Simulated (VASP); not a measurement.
# Sn3GeO4 (P4mm) in VASP: single point with PBE

Aim: the single point of Sn3GeO4 with PBE.

Everything below comes from runs of VASP 6.6.1. Logs are shortened: lines on timing, memory, paths and dates and some standing lists are left out, and cuts for length are marked.

**1. The cell of the first run**

Symmetry: P4mm, No. 99, tetragonal system. Conventional cell: a = 3.831 Å, b = 3.831 Å, c = 10.771 Å, α = 90.00°, β = 90.00°, γ = 90.00°. Within 3.0 Å of Sn (site symmetry 4mm) lie 4 O at 2.25 Å. Within 3.0 Å of Sn (site symmetry 4mm) lie 4 O at 2.25 Å. Within 3.0 Å of Sn (site symmetry 4mm) lie 4 O at 2.25 Å. Ge (site symmetry 4mm) has 4 O at 2.15 Å within 2.8 Å. Within 3.0 Å of O (site symmetry 2mm) lie 4 Sn at 2.25 Å and 4 O at 2.71 Å. Within 2.8 Å of O (site symmetry 2mm) lie 2 Ge at 2.15 Å and 2 Sn at 2.25 Å and 4 O at 2.71 Å.

**2. Single point, PBE (volume scaled by 1.10, then relaxed in part)**

INCAR reads:

```
SYSTEM = Sn3GeO4
PREC = Accurate
ENCUT = 520
EDIFF = 1E-6
ISMEAR = 0
SIGMA = 0.02
LREAL = .False.
LASPH = .True.
NELM = 100
ALGO = Normal
ISIF = 2
LWAVE = .False.
LCHARG = .False.
GGA = PE
NBANDS = 50
```

KPOINTS reads:

```
regular mesh
0
Gamma
  8 8 4
  0 0 0
```

POSCAR reads:

```
Sn3GeO4
1.0
    3.8311800623      0.0000000000      0.0000000000
    0.0000000000      3.8311800623      0.0000000000
    0.0000000000      0.0000000000     10.7707896432
Sn Ge O
3 1 4
Direct
    0.5000000000      0.5000000000      0.1169720806
    0.5000000000      0.5000000000      0.5975636204
    0.0000000000      0.0000000000      0.8976256640
    0.0000000000      0.0000000000      0.3973203090
    0.0000000000      0.5000000000      0.0071439394
    0.0000000000      0.5000000000      0.4881147238
    0.5000000000      0.0000000000      0.0071439394
    0.5000000000      0.0000000000      0.4881147238
```

Potentials or basis: VASP PAW PBE potentials, release 64 (Sn_d, Ge_d, O).

Run with:

```bash
$ cat potpaw_PBE.64/Sn_d/POTCAR potpaw_PBE.64/Ge_d/POTCAR potpaw_PBE.64/O/POTCAR > POTCAR
$ mpirun -np 1 vasp_std > vasp.out
```

OUTCAR:

```text
SYSTEM = Sn3GeO4
   PREC = Accurate
   ENCUT = 520
   EDIFF = 1E-6
   ISMEAR = 0
   LREAL = .False.
   LASPH = .True.
   NELM = 100
   ISIF = 2
   GGA = PE

 ion  position               nearest neighbor table
   1  0.500  0.500  0.117-   5 2.25   7 2.25   7 2.25   5 2.25   3 3.59   3 3.59   3 3.59   3 3.59

   2  0.500  0.500  0.598-   6 2.25   8 2.25   8 2.25   6 2.25
   3  0.000  0.000  0.898-   5 2.25   7 2.25   5 2.25   7 2.25   1 3.59   1 3.59   1 3.59   1 3.59

   4  0.000  0.000  0.397-   6 2.15   8 2.15   6 2.15   8 2.15
   5  0.000  0.500  0.007-   3 2.25   3 2.25   1 2.25   1 2.25
   6  0.000  0.500  0.488-   4 2.15   4 2.15   2 2.25   2 2.25
   7  0.500  0.000  0.007-   3 2.25   3 2.25   1 2.25   1 2.25
   8  0.500  0.000  0.488-   4 2.15   4 2.15   2 2.25   2 2.25

  LATTYP: Found a simple tetragonal cell.
 ALAT       =     3.8311800623
 C/A-ratio  =     2.8113504111

  Lattice vectors:

 A1 = (   3.8311800623,   0.0000000000,   0.0000000000)
 A2 = (   0.0000000000,   3.8311800623,   0.0000000000)
 A3 = (   0.0000000000,   0.0000000000,  10.7707896432)

Analysis of symmetry for initial positions (statically):
=====================================================================
 Subroutine PRICEL returns:
 Original cell was already a primitive cell.

 Routine SETGRP: Setting up the symmetry group for a
 simple tetragonal supercell.

 Subroutine GETGRP returns: Found  8 space group operations
 (whereof  8 operations were pure point group operations)
 out of a pool of 16 trial point group operations.

The static configuration has the point symmetry C_4v.

Analysis of symmetry for dynamics (positions and initial velocities):
=====================================================================
 Subroutine PRICEL returns:
 Original cell was already a primitive cell.

 Routine SETGRP: Setting up the symmetry group for a
 simple tetragonal supercell.

 Subroutine GETGRP returns: Found  8 space group operations
 (whereof  8 operations were pure point group operations)
 out of a pool of 16 trial point group operations.

The dynamic configuration has the point symmetry C_4v.

 Subroutine INISYM returns: Found  8 space group operations
 (whereof  8 operations are pure point group operations),
 and found     1 'primitive' translations

----------------------------------------------------------------------------------------

                                     Primitive cell

  volume of cell :     158.0930

  direct lattice vectors                    reciprocal lattice vectors
     3.831180062  0.000000000  0.000000000     0.261016184  0.000000000  0.000000000
     0.000000000  3.831180062  0.000000000     0.000000000  0.261016184  0.000000000
     0.000000000  0.000000000 10.770789643     0.000000000  0.000000000  0.092843703

  length of vectors
     3.831180062  3.831180062 10.770789643     0.261016184  0.261016184  0.092843703

  position of ions in fractional coordinates (direct lattice)
     0.500000000  0.500000000  0.116972081
     0.500000000  0.500000000  0.597563620
     0.000000000  0.000000000  0.897625664
     0.000000000  0.000000000  0.397320309
     0.000000000  0.500000000  0.007143939
     0.000000000  0.500000000  0.488114724
     0.500000000  0.000000000  0.007143939
     0.500000000  0.000000000  0.488114724

  ion indices of the primitive-cell ions
   primitive index   ion index
                 1           1
                 2           2
                 3           3
                 4           4
                 5           5
                 6           6
                 7           7
                 8           8

----------------------------------------------------------------------------------------

 KPOINTS: regular mesh

Automatic generation of k-mesh.
 Grid dimensions read from file:
 generate k-points for:    8    8    4

 Generating k-lattice:

  Cartesian coordinates                     Fractional coordinates (reciprocal lattice)
     0.032627023  0.000000000  0.000000000     0.125000000  0.000000000  0.000000000
     0.000000000  0.032627023  0.000000000     0.000000000  0.125000000  0.000000000
     0.000000000  0.000000000  0.023210926     0.000000000  0.000000000  0.250000000

  Length of vectors
     0.032627023  0.032627023  0.023210926

  Shift w.r.t. Gamma in fractional coordinates (k-lattice)
     0.000000000  0.000000000  0.000000000

 Subroutine IBZKPT returns following result:
 ===========================================

 Found     45 irreducible k-points:

 Following reciprocal coordinates:
            Coordinates               Weight
  0.000000  0.000000  0.000000      1.000000
  0.125000  0.000000  0.000000      4.000000
  0.250000  0.000000  0.000000      4.000000
  0.375000  0.000000  0.000000      4.000000
  0.500000  0.000000  0.000000      2.000000
  0.125000  0.125000  0.000000      4.000000
[... 16 lines left out ...]
  0.375000  0.125000  0.250000     16.000000
  0.500000  0.125000  0.250000      8.000000
 [... further k-points ...]
   k-points           NKPTS =     45   k-points in BZ     NKDIM =     45   number of bands    NBANDS=     50
   number of dos      NEDOS =    301   number of ions     NIONS =      8
   total plane-waves  NPLWV =  62720
   dimension x,y,z NGX =    28 NGY =   28 NGZ =   80
   dimension x,y,z NGXF=    56 NGYF=   56 NGZF=  160
   ions per type =               3   1   4
   NGX,Y,Z   is equivalent  to a cutoff of  12.15, 12.15, 12.35 a.u.
   NGXF,Y,Z  is equivalent  to a cutoff of  24.30, 24.30, 24.70 a.u.
 SYSTEM =  Sn3GeO4
   PREC   = accura    normal or accurate (medium, high low for compatibility)
   ISTART =      0    job   : 0-new  1-cont  2-samecut
   ICHARG =      2    charge: 1-file 2-atom 10-const
   ISPIN  =      1    spin polarized calculation?
   LNONCOLLINEAR =      F non collinear calculations
   LSORBIT =      F    spin-orbit coupling
   LASPH  =      T    aspherical Exc in radial PAW
   ENCUT  =  520.0 eV  38.22 Ry    6.18 a.u.   7.12  7.12 20.03*2*pi/ulx,y,z
   NELM   =    100;   NELMIN=  2; NELMDL= -5     # of ELM steps
   EDIFF  = 0.1E-05   stopping-criterion for ELM
   LREAL  =      F    real-space projection
   EDIFFG = 0.1E-04   stopping-criterion for IOM
   NSW    =      0    number of steps for IOM
   IBRION =     -1    ionic relax: 0-MD 1-quasi-New 2-CG
   NFREE  =      0    steps in history (QN), initial steepest desc. (CG)
   ISIF   =      2    stress and relaxation
   ISYM   =      2    0-nonsym 1-usesym 2-fastsym
   POTIM  = 0.5000    time-step for ionic-motion
   TEBEG  =    0.0;   TEEND  =   0.0 temperature during run
   PSTRESS=    0.0 pullay stress
   NELECT =      80.0000    total number of electrons
   NUPDOWN=      -1.0000    fix difference up-down
   EMIN   =  10.00;   EMAX   =-10.00  energy-range for DOS
   EFERMI =   0.00;   METHOD = LEGACY
   ISMEAR =     0;   SIGMA  =   0.02  broadening in eV -4-tet -1-fermi 0-gaus
   EFERMI_NEDOS =   21; number of points for ismear=-14 and -15
   IALGO  =     38    algorithm
   IMIX   =      4    mixing-type and parameters
     AMIX     =   0.40;   BMIX     =  1.00
     AMIX_MAG =   1.60;   BMIX_MAG =  1.00
  volume/ion in A,a.u.               =      19.76       133.36
  Fermi-wavevector in a.u.,A,eV,Ry     =   1.304570  2.465279 23.155782  1.701902
  Thomas-Fermi vector in A             =   2.435497
   LORBIT       =      0    0 simple, 1 ext, 2 COOP (PROOUT), +10 PAW based schemes
   GGA     = PE    functional components
   LHFCALC =     F    Hartree Fock is set to
   AEXX    =    0.0000 exact exchange contribution
   IVDW    =     0    specifies the selected vdW correction
   LEPSILON=     F    determine dielectric tensor
   LRPA    =     F    only Hartree local field effects (RPA)
 non-spin polarized calculation
 Gauss-broadening in eV      SIGMA  =   0.02
  energy-cutoff  :      520.00
  volume of cell :      158.09
 maximum number of plane-waves:      4288
   NGX = 15   NGY = 15   NGZ = 41

 number of electron      79.9999979 magnetization

 Free energy of the ion-electron system (eV)
  ---------------------------------------------------
  ext. energy  EPLUGINS =         0.00000000
  ---------------------------------------------------
  free energy    TOTEN  =       -45.55213716 eV

  energy without entropy =      -45.55213716  energy(sigma->0) =      -45.55213716

 E-fermi :   4.7188     XC(G=0):  -9.3718

 val. band max:        4.5702550946   @ k =   0.1250   0.1250   0.0000
 cond. band min:       5.9825176218   @ k =   0.0000   0.0000   0.5000
 fundamental gap:      1.4122625272
 Fermi energy:         4.7188092163

 k-point     1 :       0.0000    0.0000    0.0000
  band No.  band energies     occupation
      1     -19.9096      2.00000
      2     -19.8542      2.00000
      3     -19.8455      2.00000
      4     -19.8455      2.00000
      5     -19.8344      2.00000
      6     -16.7668      2.00000
[... 42 lines left out ...]
     49      10.3785      0.00000
     50      10.3785      0.00000

 k-point     2 :       0.1250    0.0000    0.0000
  band No.  band energies     occupation
      1     -19.9070      2.00000
      2     -19.8547      2.00000
      3     -19.8483      2.00000
      4     -19.8455      2.00000
      5     -19.8332      2.00000
      6     -16.7598      2.00000
[... 42 lines left out ...]
     49      10.1471      0.00000
     50      10.4559      0.00000

 k-point     3 :       0.2500    0.0000    0.0000
  band No.  band energies     occupation
      1     -19.9002      2.00000
      2     -19.8557      2.00000
      3     -19.8549      2.00000
      4     -19.8453      2.00000
      5     -19.8308      2.00000
      6     -16.7405      2.00000
[... 42 lines left out ...]
     49      10.4192      0.00000
     50      10.6682      0.00000

 k-point     4 :       0.3750    0.0000    0.0000
  band No.  band energies     occupation
      1     -19.8923      2.00000
      2     -19.8624      2.00000
      3     -19.8568      2.00000
      4     -19.8451      2.00000
      5     -19.8285      2.00000
      6     -16.7084      2.00000
[... 999 lines left out ...]
 k-point    23 :       0.3750    0.1250    0.2500
  band No.  band energies     occupation
      1     -19.8896      2.00000
      2     -19.8623      2.00000
      3     -19.8572      2.00000
      4     -19.8469      2.00000
      5     -19.8281      2.00000
      6     -16.7085      2.00000
[... 42 lines left out ...]
     49      10.6393      0.00000
     50      10.7827      0.00000

 k-point    24 :       0.5000    0.1250    0.2500
  band No.  band energies     occupation
      1     -19.8853      2.00000
      2     -19.8663      2.00000
      3     -19.8577      2.00000
      4     -19.8468      2.00000
      5     -19.8273      2.00000
      6     -16.6630      2.00000
[... 42 lines left out ...]
     49      10.6911      0.00000
     50      10.8902      0.00000

 [... further k-points ...]
[... 5 lines left out ...]
  --------------------------------------------------------------------------------------
  -------------------------------------------------------------------------------------
  Total       -0.9398659     -0.9398659     -0.7938771      0.0000000      0.0000000      0.0000000
  in kB       -9.5249743     -9.5249743     -8.0454657      0.0000000      0.0000000      0.0000000
  external PRESSURE =      -9.0318047 kB  Pullay stress =       0.0000000 kB

 VOLUME and BASIS-vectors are now :
 -----------------------------------------------------------------------------
  energy-cutoff  :      520.00
  volume of cell :      158.09
      direct lattice vectors                 reciprocal lattice vectors
     3.831180062  0.000000000  0.000000000     0.261016184  0.000000000  0.000000000
     0.000000000  3.831180062  0.000000000     0.000000000  0.261016184  0.000000000
     0.000000000  0.000000000 10.770789643     0.000000000  0.000000000  0.092843703

 POSITION                                       TOTAL-FORCE (eV/Angst)
 -----------------------------------------------------------------------------------
      1.91559      1.91559      1.25988        -0.000000      0.000000      0.080552
      1.91559      1.91559      6.43623        -0.000000     -0.000000      0.073808
      0.00000      0.00000      9.66814        -0.000000      0.000000     -0.077236
      0.00000      0.00000      4.27945         0.000000      0.000000     -0.058092
      0.00000      1.91559      0.07695        -0.000000      0.000000     -0.000803
      0.00000      1.91559      5.25738        -0.000000      0.000000     -0.008714
      1.91559      0.00000      0.07695        -0.000000      0.000000     -0.000803
      1.91559      0.00000      5.25738        -0.000000      0.000000     -0.008714
 -----------------------------------------------------------------------------------
    total drift:                                0.000000      0.000000      0.000447

  FREE ENERGIE OF THE ION-ELECTRON SYSTEM (eV)
  ---------------------------------------------------
  free  energy   TOTEN  =       -45.5521371643 eV

  energy  without entropy=      -45.5521371643  energy(sigma->0) =      -45.55213716
```

It took 5 min on 1 thread of Intel Xeon Platinum 8259CL at 2.50GHz (Skylake/Cascade Lake), shared host; peak memory 0.42 GiB.

Results:

| Quantity | Value |
| --- | --- |
| Free energy | -45.5521 eV |
| Pressure | -0.9 GPa |
| Largest force | 0.081 eV/Å |
| Band gap on the k mesh | 1.41 eV, indirect (least direct gap 1.69 eV) |

Forces in eV/Å, atoms in the order of the input:
```
Sn   0.000  0.000  0.081
Sn   0.000  0.000  0.074
Sn   0.000  0.000 -0.077
Ge   0.000  0.000 -0.058
O    0.000  0.000 -0.001
O    0.000  0.000 -0.009
O    0.000  0.000 -0.001
O    0.000  0.000 -0.009
```

Caveat: spin-orbit coupling is left out, which moves the levels of the heavy elements. A k mesh can miss the band edges.
